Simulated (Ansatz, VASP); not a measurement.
## C in VASP and in Ansatz

File INCAR:

```
SYSTEM = C
PREC     = Accurate       ! precision mode
ENCUT    = 520            ! plane-wave cutoff, eV
EDIFF    = 1E-6           ! SCF threshold, eV
ISMEAR   = 0              ! smearing method
SIGMA    = 0.1            ! smearing width, eV
LREAL    = .False.        ! projectors in reciprocal space
LASPH    = .True.         ! aspherical terms in the spheres
NELM     = 150            ! most SCF steps
ALGO     = Normal         ! electronic algorithm
ISIF     = 2              ! what is computed and relaxed
LWAVE    = .False.        ! write WAVECAR
LCHARG   = .False.        ! write CHGCAR
ISPIN    = 2              ! spin polarisation
MAGMOM   = 1 1            ! initial moments
LORBIT   = 11             ! projections on sites
GGA      = PE             ! functional
NBANDS   = 15             ! bands
```

Contents of KPOINTS:

```
Automatic mesh
0
Gamma
  12 12 4
  0 0 0
```

POSCAR

```
C
1.0
    2.4666633199      0.0000000000      0.0000000000
   -1.2333316599      2.1361930976      0.0000000000
    0.0000000000      0.0000000000      4.0437828786
C
2
Direct
    0.3333333333      0.6666666667      0.5000000000
    0.6666666667      0.3333333333      0.5000000000
```

Input for Ansatz:

```yaml
crystal:
  lattice:
    - [2.4666633199, 0.0, 0.0]
    - [-1.2333316599, 2.1361930976, 0.0]
    - [0.0, 0.0, 4.0437828786]
  atoms:
    - { symbol: C, position: [0.3333333333, 0.6666666667, 0.5], spin: 1.0 }
    - { symbol: C, position: [0.6666666667, 0.3333333333, 0.5], spin: 1.0 }
basis:
  ecutwfc: 420
kpoints:
  mp_grid: { grid: [12, 12, 4] }
hamiltonian:
  xc: pbe
scf:
  occupations: { method: gaussian, width: 0.1 }
  lower_state_search: "off"
output:
  forces: true
  stress: true
  eigenvalues: true
  populations: true
magnetization:
  spin_polarized: true
```

Alike in both runs: task single point; functional PBE; k mesh 12 × 12 × 4; occupations gaussian, width 0.1 eV; collinear spin.

|  | VASP | Ansatz |
| --- | --- | --- |
| version | VASP 6.6.1 | Ansatz 0.2.0 |
| potentials or method | VASP PAW PBE potentials, release 64 (C), cutoff 520 eV | scalar-relativistic, plane waves, PAW |
| valence electrons in the cell | 8 | 8 |

Ansatz gave:

- gap on the k mesh at the Fermi level (eV): none
- pressure (GPa): 0.1
- traceless stress, the component that is largest in VASP (GPa): 0.30
- net moment per atom (μB): 0.00

Problem. Estimate VASP's values.

Solution. gap on the k mesh at the Fermi level (eV): none; pressure (GPa): 0.4; traceless stress, the component that is largest in VASP (GPa): -0.14; net moment per atom (μB): 0.00.

A gap of «none» marks a metal or a gap that the smearing closes. Ansatz's warnings: seeded moment not kept.

The k mesh is coarse, so the values compare programs but aren't converged.
